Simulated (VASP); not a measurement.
**MoS2: single point with BLYP**

The system is MoS2.

```
CELL_PARAMETERS angstrom
1.63140 0.94189 9.56991
-1.63140 0.94189 9.56991
0.00000 -1.88378 9.56991
ATOMIC_POSITIONS crystal
Mo 0.00011 0.00011 0.00011
S 0.38797 0.38797 0.38797
S 0.27892 0.27892 0.27892
```

```
Program             : VASP 6.6.1
Task                : single point
Functional          : BLYP
Potentials or basis : VASP PAW PBE potentials, release 64 (Mo_sv, S)
Cutoff              : 520 eV
k mesh              : 10 × 10 × 10
Occupations         : fermi-dirac, width 0.05 eV
Spin                : no spin polarisation
```

```
Pressure               : 0.0 GPa
Largest force          : 0.006 eV/Å
Band gap on the k mesh : 1.39 eV (least direct gap 1.71 eV)
```

Forces in eV/Å, atoms in the order of the input:
```
Mo   0.000  0.000  0.000
S    0.000  0.000  0.006
S    0.000  0.000 -0.006
```

Levels at points of the mesh, in eV from the valence-band top:
```
           k point  band 11  band 12  band 13  band 14  band 15  band 16
(0.00, 0.00, 0.00)    -1.71    -1.71    -0.04     2.40     2.40     2.61
(0.50, 0.00, 0.00)    -1.87    -1.24    -0.65     1.79     2.28     3.54
(0.50, 0.50, 0.00)    -1.87    -1.24    -0.65     1.79     2.28     3.53
(0.50, 0.50, 0.50)    -1.71    -1.71     0.00     2.40     2.40     2.61
```

Wall time 28 min on 1 thread of AMD EPYC 9R45 96-Core Processor (Zen 5), on a shared host, peak memory 0.99 GiB.

Caveat: the PAW data sets were made with another functional, which shifts forces and pressure a little. A k mesh can miss the band edges.
